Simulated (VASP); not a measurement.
# Ru (P6_3/mmc) in VASP: single point with r2SCAN

Aim: the single point of Ru with r2SCAN.

Program: VASP 6.6.1. These are calculated values, not measurements. Logs are shortened: lines on timing, memory, paths and dates and some standing lists are left out, and cuts for length are marked.

### 1 The cell of the first run

It takes space group P6_3/mmc (No. 194, hexagonal). Conventional cell: a = 2.700 Å, b = 2.700 Å, c = 4.273 Å, α = 90.00°, β = 90.00°, γ = 120.00°. Ru (site symmetry -6m2) has 12 Ru at 2.64 to 2.70 Å within 3.5 Å.

### 2 Single point, r2SCAN

The input, POSCAR:

```
Ru
1.0
    2.7001979971      0.0000000000      0.0000000000
   -1.3500989986      2.3384400608      0.0000000000
    0.0000000000      0.0000000000      4.2730348872
Ru
2
Direct
    0.3333333333      0.6666666667      0.2500000000
    0.6666666667      0.3333333333      0.7500000000
```

The input, INCAR.step1:

```
ALGO = Normal ; EDIFF = 1E-4
ENCUT = 520 ; GGA = PE
ISMEAR = -1 ; LASPH = True
LCHARG = False ; LREAL = False
LWAVE = True ; NBANDS = 21
NELM = 60 ; PREC = Accurate
SIGMA = 0.02
```

The input, INCAR.step2:

```
ALGO = Normal ; EDIFF = 1E-6
ENCUT = 520 ; ISIF = 2
ISMEAR = -1 ; ISTART = 1
LASPH = True ; LCHARG = False
LMIXTAU = True ; LREAL = False
LWAVE = False ; METAGGA = R2SCAN
NBANDS = 21 ; NELM = 60
PREC = Accurate ; SIGMA = 0.02
```

The input, KPOINTS:

```
k-points
0
Gamma
  20 20 11
```

Potentials or basis: VASP PAW PBE potentials, release 64 (Ru_pv).

Started as:

```
$ cat potpaw_PBE.64/Ru_pv/POTCAR > POTCAR
$ cp INCAR.step1 INCAR
$ mpirun -np 1 vasp_std > vasp.out
$ cp INCAR.step2 INCAR
$ mpirun -np 1 vasp_std > vasp.out
```

OUTCAR:

```text
EDIFF = 1E-6
   ENCUT = 520
   ISIF = 2
   ISMEAR = -1
   ISTART = 1
   LASPH = True
   LREAL = False
   METAGGA = R2SCAN
   NELM = 60
   PREC = Accurate

 ion  position               nearest neighbor table
   1  0.333  0.667  0.250-   2 2.64   2 2.64   2 2.64   2 2.64   2 2.64   2 2.64
   2  0.667  0.333  0.750-   1 2.64   1 2.64   1 2.64   1 2.64   1 2.64   1 2.64

  LATTYP: Found a hexagonal cell.
 ALAT       =     2.7001979971
 C/A-ratio  =     1.5824894662

  Lattice vectors:

 A1 = (   2.7001979971,   0.0000000000,   0.0000000000)
 A2 = (  -1.3500989986,   2.3384400608,   0.0000000000)
 A3 = (   0.0000000000,   0.0000000000,   4.2730348872)

Analysis of symmetry for initial positions (statically):
=====================================================================
 Subroutine PRICEL returns:
 Original cell was already a primitive cell.

 Routine SETGRP: Setting up the symmetry group for a
 hexagonal supercell.

 Subroutine GETGRP returns: Found 24 space group operations
 (whereof 12 operations were pure point group operations)
 out of a pool of 24 trial point group operations.

The static configuration has the point symmetry D_3d.
 The point group associated with its full space group is D_6h.

Analysis of symmetry for dynamics (positions and initial velocities):
=====================================================================
 Subroutine PRICEL returns:
 Original cell was already a primitive cell.

 Routine SETGRP: Setting up the symmetry group for a
 hexagonal supercell.

 Subroutine GETGRP returns: Found 24 space group operations
 (whereof 12 operations were pure point group operations)
 out of a pool of 24 trial point group operations.

The dynamic configuration has the point symmetry D_3d.
 The point group associated with its full space group is D_6h.

 Subroutine INISYM returns: Found 24 space group operations
 (whereof 12 operations are pure point group operations),
 and found     1 'primitive' translations

----------------------------------------------------------------------------------------

                                     Primitive cell

  volume of cell :      26.9810

  direct lattice vectors                    reciprocal lattice vectors
     2.700197997  0.000000000  0.000000000     0.370343212  0.213817753  0.000000000
    -1.350098999  2.338440061  0.000000000     0.000000000  0.427635507  0.000000000
     0.000000000  0.000000000  4.273034887     0.000000000  0.000000000  0.234025705

  length of vectors
     2.700197997  2.700197997  4.273034887     0.427635507  0.427635507  0.234025705
[... 74 lines left out ...]
   ICHARG =      0    charge: 1-file 2-atom 10-const
   ISPIN  =      1    spin polarized calculation?
   LNONCOLLINEAR =      F non collinear calculations
   LSORBIT =      F    spin-orbit coupling
   LASPH  =      T    aspherical Exc in radial PAW
   ENCUT  =  520.0 eV  38.22 Ry    6.18 a.u.   5.02  5.02  7.95*2*pi/ulx,y,z
   NELM   =     60;   NELMIN=  2; NELMDL=  0     # of ELM steps
   EDIFF  = 0.1E-05   stopping-criterion for ELM
   LREAL  =      F    real-space projection
   EDIFFG = 0.1E-04   stopping-criterion for IOM
   NSW    =      0    number of steps for IOM
   IBRION =     -1    ionic relax: 0-MD 1-quasi-New 2-CG
   NFREE  =      0    steps in history (QN), initial steepest desc. (CG)
   ISIF   =      2    stress and relaxation
   ISYM   =      2    0-nonsym 1-usesym 2-fastsym
   POTIM  = 0.5000    time-step for ionic-motion
   TEBEG  =    0.0;   TEEND  =   0.0 temperature during run
   PSTRESS=    0.0 pullay stress
   NELECT =      28.0000    total number of electrons
   NUPDOWN=      -1.0000    fix difference up-down
   EMIN   =  10.00;   EMAX   =-10.00  energy-range for DOS
   EFERMI =   0.00;   METHOD = LEGACY
   ISMEAR =    -1;   SIGMA  =   0.02  broadening in eV -4-tet -1-fermi 0-gaus
   EFERMI_NEDOS =   21; number of points for ismear=-14 and -15
   IALGO  =     38    algorithm
   IMIX   =      4    mixing-type and parameters
     AMIX     =   0.40;   BMIX     =  1.00
     AMIX_MAG =   1.60;   BMIX_MAG =  1.00
  volume/ion in A,a.u.               =      13.49        91.04
  Fermi-wavevector in a.u.,A,eV,Ry     =   1.657454  3.132133 37.377283  2.747153
  Thomas-Fermi vector in A             =   2.745204
   LORBIT       =      0    0 simple, 1 ext, 2 COOP (PROOUT), +10 PAW based schemes
   METAGGA = R2SCAN    functional components
   LHFCALC =     F    Hartree Fock is set to
   AEXX    =    0.0000 exact exchange contribution
   IVDW    =     0    specifies the selected vdW correction
   LEPSILON=     F    determine dielectric tensor
   LRPA    =     F    only Hartree local field effects (RPA)
 non-spin polarized calculation
  energy-cutoff  :      520.00
  volume of cell :       26.98
 maximum number of plane-waves:       746
 NGX is ok and might be reduce to    20
   NGX =  9   NGY =  9   NGZ = 15

 number of electron      28.0000005 magnetization

 Free energy of the ion-electron system (eV)
  ---------------------------------------------------
  ext. energy  EPLUGINS =         0.00000000
  ---------------------------------------------------
  free energy    TOTEN  =       -50.85615933 eV

  energy without entropy =      -50.85413252  energy(sigma->0) =      -50.85514593

 E-fermi :  12.8762     XC(G=0): -15.4546

 val. band max:       12.8699297318   @ k =   0.1000   0.0000   0.3636
 cond. band min:      12.8782284306   @ k =   0.3000   0.1000   0.1818
 fundamental gap:      0.0082986987
 Fermi energy:        12.8761797807

 k-point     1 :       0.0000    0.0000    0.0000
  band No.  band energies     occupation
      1     -32.2659      2.00000
      2     -31.2462      2.00000
      3     -31.2462      2.00000
      4     -31.0598      2.00000
      5     -31.0598      2.00000
      6     -31.0069      2.00000
[... 565 lines left out ...]
     20      22.3564      0.00000
     21      23.3630      0.00000

 [... further k-points ...]
[... 5 lines left out ...]
  --------------------------------------------------------------------------------------
  -------------------------------------------------------------------------------------
  Total        0.3859953      0.3859953     -0.0212084     -0.0000000      0.0000000      0.0000000
  in kB       22.9210416     22.9210416     -1.2593912     -0.0000000      0.0000000      0.0000000
  external PRESSURE =      14.8608973 kB  Pullay stress =       0.0000000 kB

 VOLUME and BASIS-vectors are now :
 -----------------------------------------------------------------------------
  energy-cutoff  :      520.00
  volume of cell :       26.98
      direct lattice vectors                 reciprocal lattice vectors
     2.700197997  0.000000000  0.000000000     0.370343212  0.213817753  0.000000000
    -1.350098999  2.338440061  0.000000000     0.000000000  0.427635507  0.000000000
     0.000000000  0.000000000  4.273034887     0.000000000  0.000000000  0.234025705

 POSITION                                       TOTAL-FORCE (eV/Angst)
 -----------------------------------------------------------------------------------
     -0.00000      1.55896      1.06826         0.000000      0.000000      0.000000
      1.35010      0.77948      3.20478        -0.000000     -0.000000      0.000000
 -----------------------------------------------------------------------------------
    total drift:                                0.000000     -0.000000      0.000000

  FREE ENERGIE OF THE ION-ELECTRON SYSTEM (eV)
  ---------------------------------------------------
  free  energy   TOTEN  =       -50.8561593282 eV

  energy  without entropy=      -50.8541325239  energy(sigma->0) =      -50.85514593
```

OUTCAR.step1:

```text
EDIFF = 1E-4
   ENCUT = 520
   GGA = PE
   ISMEAR = -1
   LASPH = True
[... 800 lines left out ...]
     -0.00000      1.55896      1.06826         0.000000      0.000000      0.000000
      1.35010      0.77948      3.20478        -0.000000      0.000000      0.000000
 -----------------------------------------------------------------------------------
    total drift:                                0.000000     -0.000000      0.000000

  FREE ENERGIE OF THE ION-ELECTRON SYSTEM (eV)
  ---------------------------------------------------
  free  energy   TOTEN  =       -18.4573182832 eV

  energy  without entropy=      -18.4550958361  energy(sigma->0) =      -18.45620706
```

It took 9.5 min on 1 thread of Intel Xeon 8259CL, shared host; peak memory 0.24 GiB.

What came out:

* Free energy: -50.8562 eV
* Pressure: 1.5 GPa
* Band gap on the k mesh: zero (band 14 reaches 14.54 eV, above the bottom of band 15 at 11.13 eV)

Stress tensor (GPa, compression positive):
```
 2.29  0.00  0.00
 0.00  2.29  0.00
 0.00  0.00 -0.13
```

Levels at points of the mesh, in eV from the Fermi level:
```csv
k point,band 10,band 11,band 12,band 13,band 14,band 15,band 16,band 17,band 18,band 19
"(0.00, 0.00, 0.00)",-2.76,-2.57,-2.05,-2.05,-1.51,-1.51,1.21,1.21,1.33,8.37
"(0.50, 0.00, 0.00)",-3.21,-2.23,-1.91,-1.62,1.46,1.90,1.97,4.24,6.43,8.37
```

Caveat: the PAW data sets were made with another functional, which shifts forces and pressure a little.
